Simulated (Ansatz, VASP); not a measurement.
**Two plane-wave programs on NaF**

POSCAR

```
NaF
1.0
    2.8416262610      0.0481410616      0.0481410616
    0.0481410616      2.8416262610      0.0481410616
    0.0481410616      0.0481410616      2.8416262610
Na F
1 1
Direct
    0.0000000000      0.0000000000      0.0000000000
    0.5000000000      0.5000000000      0.5000000000
```

The input INCAR.step1:

```
PREC     = Accurate       # precision mode
ENCUT    = 520            # plane-wave cutoff, eV
EDIFF    = 1E-5           # SCF threshold, eV
ISMEAR   = 0              # smearing method
SIGMA    = 0.01           # smearing width, eV
LREAL    = F              # projectors in reciprocal space
LASPH    = T              # aspherical terms in the spheres
NELM     = 100            # most SCF steps
ALGO     = Normal         # electronic algorithm
ISIF     = 2              # what is computed and relaxed
LWAVE    = T              # write WAVECAR
LCHARG   = F              # write CHGCAR
GGA      = PE             # functional
NBANDS   = 14             # bands
```

File INCAR.step2:

```
PREC     = Accurate       # precision mode
ENCUT    = 520            # plane-wave cutoff, eV
EDIFF    = 1E-7           # SCF threshold, eV
ISMEAR   = 0              # smearing method
SIGMA    = 0.01           # smearing width, eV
LREAL    = F              # projectors in reciprocal space
LASPH    = T              # aspherical terms in the spheres
NELM     = 100            # most SCF steps
ALGO     = Normal         # electronic algorithm
ISIF     = 2              # what is computed and relaxed
LWAVE    = F              # write WAVECAR
LCHARG   = F              # write CHGCAR
GGA      = PE             # functional
LHFCALC  = T              # exact exchange
HFSCREEN = 0.2079         # screening, 1/A
PRECFOCK = Normal       
ISTART   = 1            
NBANDS   = 14             # bands
```

File KPOINTS:

```
Automatic mesh
0
Gamma
  6 6 6
```

Input for Ansatz:

```yaml
crystal:
  lattice:
    - [2.841626261, 0.0481410616, 0.0481410616]
    - [0.0481410616, 2.841626261, 0.0481410616]
    - [0.0481410616, 0.0481410616, 2.841626261]
  atoms:
    - { symbol: Na, position: [0.0, 0.0, 0.0] }
    - { symbol: F, position: [0.5, 0.5, 0.5] }
kpoints:
  mp_grid: { grid: [6, 6, 6] }
  band_path:
    path: [[0.0, 0.0, 0.0], [0.0, 0.5, 0.0], [0.5, 0.5, 0.0], [0.5, 0.5, 0.5]]
    npoints: 1
hamiltonian:
  xc: hse06
scf:
  occupations: { method: fixed }
  n_extra_bands: 4
output:
  forces: true
  stress: true
  eigenvalues: true
```

Change from the starting cell: shear_111 strain +5.2%.

Alike in both runs: task single point; functional HSE06; k mesh 6 × 6 × 6; no spin polarisation.

```csv
,VASP,Ansatz
version,VASP 6.6.1,Ansatz 0.2.0
potentials or method,"VASP PAW PBE potentials, release 64 (Na_pv, F)","plane waves, PAW"
plane-wave cutoff (eV),520,420
occupations,"gaussian, width 0.01 eV",fixed
valence electrons in the cell,14,16
```

Ansatz gave:

```
gap on the k mesh at the Fermi level (eV)                     : 7.99
pressure (GPa)                                                : -0.9
traceless stress, the component that is largest in VASP (GPa) : 0.15
```

Q: Estimate VASP's values.

A: gap on the k mesh at the Fermi level (eV): 7.96; pressure (GPa): -0.8; traceless stress, the component that is largest in VASP (GPa): 0.12.

VASP's potentials hold 14 valence electrons a cell and Ansatz's 16, so a difference there can come from the potentials and not from the codes. Ansatz's warnings: stress exchange threshold loose, stress scf threshold loose.
